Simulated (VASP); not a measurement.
# GdN (P6_3/mmc) in VASP: single point with r2SCAN+U

Aim: the single point of GdN with r2SCAN+U.

Program: VASP 6.6.1. These are calculated values, not measurements. Logs are shortened: lines on timing, memory, paths and dates and some standing lists are left out, and cuts for length are marked.

## Step 1: The cell of the first run

The structure is hexagonal, space group P6_3/mmc (No. 194). Conventional cell: a = 3.729 Å, b = 3.729 Å, c = 5.197 Å, α = 90.00°, β = 90.00°, γ = 120.00°. Within 3.3 Å of Gd (site symmetry -3m) lie 6 N at 2.51 Å and 2 Gd at 2.60 Å. Within 3.4 Å of N (site symmetry -6m2) lie 6 Gd at 2.51 Å and 6 N at 3.37 Å.

## Step 2: Single point, r2SCAN+U, collinear spin, antiferromagnetic start

POSCAR

```
GdN
1.0
    3.7288608900      0.0000000000      0.0000000000
   -1.8644304400      3.2292882600      0.0000000000
    0.0000000000      0.0000000000      5.1971191800
Gd N
2 2
Direct
    0.0000000000      0.0000000000      0.0000000000
    0.0000000000      0.0000000000      0.5000000000
    0.3333333333      0.6666666667      0.2500000000
    0.6666666667      0.3333333333      0.7500000000
```

INCAR.step1

```
PREC = Accurate
ENCUT = 520
ISMEAR = 0
SIGMA = 0.05
LREAL = F
LASPH = T
NELM = 150
ISPIN = 2
MAGMOM = 7 -7 0 0
LMAXMIX = 6
LDAU = T
LDAUTYPE = 2
LDAUL = 3 -1
LDAUU = 2.5 0
LDAUJ = 0 0
NBANDS = 35
GGA = PE
ALGO = Normal
EDIFF = 1E-4
LWAVE = T
LCHARG = F
```

INCAR.step2

```
PREC = Accurate
ENCUT = 520
EDIFF = 1E-6
ISMEAR = 0
SIGMA = 0.05
LREAL = F
LASPH = T
NELM = 150
ALGO = Normal
ISIF = 2
LWAVE = F
LCHARG = F
ISPIN = 2
MAGMOM = 7 -7 0 0
LORBIT = 11
LMAXMIX = 6
LDAU = T
LDAUTYPE = 2
LDAUL = 3 -1
LDAUU = 2.5 0
LDAUJ = 0 0
LDAUPRINT = 1
METAGGA = R2SCAN
LMIXTAU = T
NBANDS = 35
ISTART = 1
```

KPOINTS

```
regular mesh
0
Gamma
  6 6 4
```

Potentials or basis: VASP PAW PBE potentials, release 64 (Gd, N).

Started as:

```bash
$ cat potpaw_PBE.64/Gd/POTCAR potpaw_PBE.64/N/POTCAR > POTCAR
$ cp INCAR.step1 INCAR
$ mpirun -np 1 vasp_std > vasp.out
$ cp INCAR.step2 INCAR
$ mpirun -np 1 vasp_std > vasp.out
```

OUTCAR:

```text
PREC = Accurate
   ENCUT = 520
   EDIFF = 1E-6
   ISMEAR = 0
   LREAL = F
   LASPH = T
   NELM = 150
   ISIF = 2
   ISPIN = 2
   LORBIT = 11
   METAGGA = R2SCAN
   ISTART = 1

 ion  position               nearest neighbor table
   1  0.000  0.000  0.000-   3 2.51   4 2.51   3 2.51   4 2.51   4 2.51   3 2.51   2 2.60   2 2.60

   2  0.000  0.000  0.500-   3 2.51   4 2.51   3 2.51   4 2.51   4 2.51   3 2.51   1 2.60   1 2.60

   3  0.333  0.667  0.250-   1 2.51   2 2.51   1 2.51   2 2.51   1 2.51   2 2.51
   4  0.667  0.333  0.750-   1 2.51   2 2.51   1 2.51   2 2.51   1 2.51   2 2.51

  LATTYP: Found a hexagonal cell.
 ALAT       =     3.7288608900
 C/A-ratio  =     1.3937551797

  Lattice vectors:

 A1 = (   3.7288608900,   0.0000000000,   0.0000000000)
 A2 = (  -1.8644304400,   3.2292882600,   0.0000000000)
 A3 = (   0.0000000000,   0.0000000000,   5.1971191800)

Analysis of symmetry for initial positions (statically):
=====================================================================
 Subroutine PRICEL returns:
 Original cell was already a primitive cell.

 Routine SETGRP: Setting up the symmetry group for a
 hexagonal supercell.

 Subroutine GETGRP returns: Found 24 space group operations
 (whereof 12 operations were pure point group operations)
 out of a pool of 24 trial point group operations.

The static configuration has the point symmetry D_3d.
 The point group associated with its full space group is D_6h.

Analysis of symmetry for dynamics (positions and initial velocities):
=====================================================================
 Subroutine PRICEL returns:
 Original cell was already a primitive cell.

 Routine SETGRP: Setting up the symmetry group for a
 hexagonal supercell.

 Subroutine GETGRP returns: Found 24 space group operations
 (whereof 12 operations were pure point group operations)
 out of a pool of 24 trial point group operations.

The dynamic configuration has the point symmetry D_3d.
 The point group associated with its full space group is D_6h.

Analysis of structural, dynamic, and magnetic symmetry:
=====================================================================
 Subroutine PRICEL returns:
 Original cell was already a primitive cell.
[... 233 lines left out ...]
  o =  0.9930  v =  0.0000  0.0000  0.0000  0.0000  0.0000  0.0000  0.0000 -0.0000  0.5308  0.2421 -0.0000  0.1614  0.7960  0.0000      0.0000  0.0000  0.0000  0.0000  0.0000  0.0000  0.0000  0.0000  0.0000  0.0000  0.0000  0.0000  0.0000  0.0000
  o =  0.9943  v =  0.0000  0.0000  0.0000  0.0000  0.0000  0.0000  0.0000 -0.8700 -0.0000 -0.0000  0.4931  0.0000  0.0000 -0.0000      0.0000  0.0000  0.0000  0.0000  0.0000  0.0000  0.0000  0.0000  0.0000  0.0000  0.0000  0.0000  0.0000  0.0000

 number of electron      46.0000011 magnetization      -0.0000000

 Free energy of the ion-electron system (eV)
  ---------------------------------------------------
  ext. energy  EPLUGINS =         0.00000000
  ---------------------------------------------------
  free energy    TOTEN  =      -103.52804070 eV

  energy without entropy =     -103.52773279  energy(sigma->0) =     -103.52788674

 E-fermi :   3.4747     XC(G=0): -12.1425

 val. band max:        3.4155233706   @ k =   0.3333   0.3333   0.0000
 cond. band min:       3.5466360359   @ k =   0.5000   0.0000   0.0000
 fundamental gap:      0.1311126652
 Fermi energy:         3.4747137358

 spin component 1

 k-point     1 :       0.0000    0.0000    0.0000
  band No.  band energies     occupation
      1     -42.5833      1.00000
      2     -38.7795      1.00000
      3     -21.4003      1.00000
      4     -18.8708      1.00000
      5     -18.8707      1.00000
      6     -16.1623      1.00000
[... 787 lines left out ...]
     34       9.3258      0.00000
     35       9.6747      0.00000
 Fermi energy:         3.4747137358

 spin component 2

 k-point     1 :       0.0000    0.0000    0.0000
  band No.  band energies     occupation
      1     -42.5833      1.00000
      2     -38.7795      1.00000
      3     -21.4003      1.00000
      4     -18.8708      1.00000
      5     -18.8707      1.00000
      6     -16.1623      1.00000
[... 787 lines left out ...]
     34       9.3259      0.00000
     35       9.6748      0.00000

------------------------ aborting loop because EDIFF is reached ----------------------------------------

  FORCE on cell =-STRESS in cart. coord.  units (eV):
  Direction    XX          YY          ZZ          XY          YZ          ZX
  --------------------------------------------------------------------------------------
  -------------------------------------------------------------------------------------
  Total       -9.5422563     -9.5422563     21.8611664     -0.0000000     -0.0000000      0.0000000
  in kB     -244.2957923   -244.2957926    559.6780069     -0.0000004     -0.0000000      0.0000000
  external PRESSURE =      23.6954740 kB  Pullay stress =       0.0000000 kB

 VOLUME and BASIS-vectors are now :
 -----------------------------------------------------------------------------
  energy-cutoff  :      520.00
  volume of cell :       62.58
      direct lattice vectors                 reciprocal lattice vectors
     3.728860890  0.000000000  0.000000000     0.268178414  0.154832879  0.000000000
    -1.864430440  3.229288260  0.000000000     0.000000000  0.309665759  0.000000000
     0.000000000  0.000000000  5.197119180     0.000000000  0.000000000  0.192414291

 POSITION                                       TOTAL-FORCE (eV/Angst)
 -----------------------------------------------------------------------------------
      0.00000      0.00000      0.00000         0.000000      0.000000      0.000000
      0.00000      0.00000      2.59856         0.000000      0.000000      0.000000
      0.00000      2.15286      1.29928        -0.000000     -0.000000      0.000000
      1.86443      1.07643      3.89784         0.000000      0.000000     -0.000000
 -----------------------------------------------------------------------------------
    total drift:                               -0.000000     -0.000000     -0.000000

  FREE ENERGIE OF THE ION-ELECTRON SYSTEM (eV)
  ---------------------------------------------------
  free  energy   TOTEN  =      -103.5280407007 eV

  energy  without entropy=     -103.5277327880  energy(sigma->0) =     -103.52788674

 total charge

# of ion       s       p       d       f       tot
--------------------------------------------------
    1        2.043   5.679   0.579   7.012  15.312
    2        2.043   5.679   0.579   7.012  15.312
    3        1.252   2.400   0.000   0.000   3.652
    4        1.252   2.400   0.000   0.000   3.652
--------------------------------------------------
tot          6.590  16.158   1.157  14.024  37.929

 magnetization (x)

# of ion       s       p       d       f       tot
--------------------------------------------------
    1       -0.010  -0.127   0.065   6.850   6.777
    2        0.010   0.127  -0.065  -6.850  -6.777
    3        0.000   0.000   0.000   0.000   0.000
    4        0.000   0.000   0.000   0.000   0.000
--------------------------------------------------
tot          0.000   0.000  -0.000   0.000   0.000
```

Run time: 8.1 min. Hardware: 1 thread of AMD EPYC 7R13 (Zen 3), shared host; peak memory 0.23 GiB.

Results:

| Quantity | Value |
| --- | --- |
| Free energy | -103.5280 eV |
| Pressure | 2.4 GPa |
| Band gap on the k mesh | 0.13 eV (least direct gap 0.31 eV) |
| Net moment | 0.00 μB per cell |
| Site moments | Gd +6.78, -6.78; N +0.00 μB |
| Valence electrons inside the program's atomic spheres | Gd 15.31; N 3.65 |

Eigenvalues of the final occupation matrices:
```tsv
site	spin	trace	eigenvalues
site 1 f	1	6.94	0.99 0.99 0.99 0.99 0.99 0.99 0.99
site 1 f	2	0.08	0.00 0.01 0.01 0.01 0.01 0.01 0.02
site 2 f	1	0.08	0.00 0.01 0.01 0.01 0.01 0.01 0.02
site 2 f	2	6.94	0.99 0.99 0.99 0.99 0.99 0.99 0.99
```

Caveat: the stress differs along the axes, from -24 to 56 GPa; the antiferromagnetic order is the one typed at the start, and another may lie lower; the PAW data sets were made with another functional, which shifts forces and pressure a little; spin-orbit coupling is left out, which moves the levels of the heavy elements. The state reached can hang on the start; a lower one may exist.
